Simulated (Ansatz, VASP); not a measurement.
**One calculation of Se, two programs**

The input INCAR:

```
PREC = Accurate ; ENCUT = 520
EDIFF = 1E-8 ; ISMEAR = -1
SIGMA = 0.03 ; LREAL = False
LASPH = True ; NELM = 60
ALGO = Normal ; ISIF = 2
LWAVE = False ; LCHARG = False
GGA = CA ; LEFG = True
NBANDS = 16
```

Contents of KPOINTS:

```
Automatic mesh
0
Gamma
  6 6 5
```

POSCAR

```
Se
1.0
    4.3225379494      0.0000000000      0.0000000000
   -2.1612689748      3.7434276731      0.0000000000
    0.0000000000      0.0000000000      4.9536000000
Se
3
Direct
    0.2254000000      0.0000000000      0.3333333333
    0.0000000000      0.2254000000      0.6666666667
    0.7746000000      0.7746000000      0.0000000000
```

Input for Ansatz:

```yaml
crystal:
  lattice:
    - [4.3225379494, 0.0, 0.0]
    - [-2.1612689748, 3.7434276731, 0.0]
    - [0.0, 0.0, 4.9536]
  atoms:
    - { symbol: Se, position: [0.2254, 0.0, 0.3333333333] }
    - { symbol: Se, position: [0.0, 0.2254, 0.6666666667] }
    - { symbol: Se, position: [0.7746, 0.7746, 0.0] }
kpoints:
  mp_grid: { grid: [6, 6, 5] }
scf:
  occupations: { method: fermi_dirac, width: 0.03 }
hamiltonian:
  xc: lda
  pseudopotentials: { kind: all_electron, datasets: crystal }
output:
  forces: true
  stress: true
  eigenvalues: true
  efg: { contact_densities: true }
```

Change from the starting cell: equal xx and yy strain of -1 %, crystal datasets.

Alike in both runs: task electric field gradients; functional LDA; k mesh 6 × 6 × 5; occupations fermi-dirac, width 0.03 eV; no spin polarisation.

|  | VASP | Ansatz |
| --- | --- | --- |
| version | VASP 6.6.1 | Ansatz 0.2.0 |
| potentials or method | VASP PAW LDA potentials, release 64 (Se), cutoff 520 eV | all-electron PAW with datasets made for the crystal, scalar-relativistic |

|  | VASP | Ansatz | Ansatz less VASP |
| --- | --- | --- | --- |
| gap on the k mesh at the Fermi level (eV) | 1.19 | 1.20 | +0.011 |
| pressure (GPa) | -0.1 | -0.4 | -0.23 |
| traceless stress, the component that is largest in VASP (GPa) | 1.15 | 1.06 | -0.092 |
| rms of the force components (eV/Å) | 0.264 | 0.233 | -0.0311 |
| size of Vzz on the site where it differs most (V/Å²) | 487.2 | 507.3 | +20.11 |

LDA's correlation is that of Perdew and Zunger in VASP and of Perdew and Wang (1992) in Ansatz. Atom by atom the forces differ by 0.031 eV/Å (rms over components). Ansatz ran all-electron here, and VASP with PAW potentials.
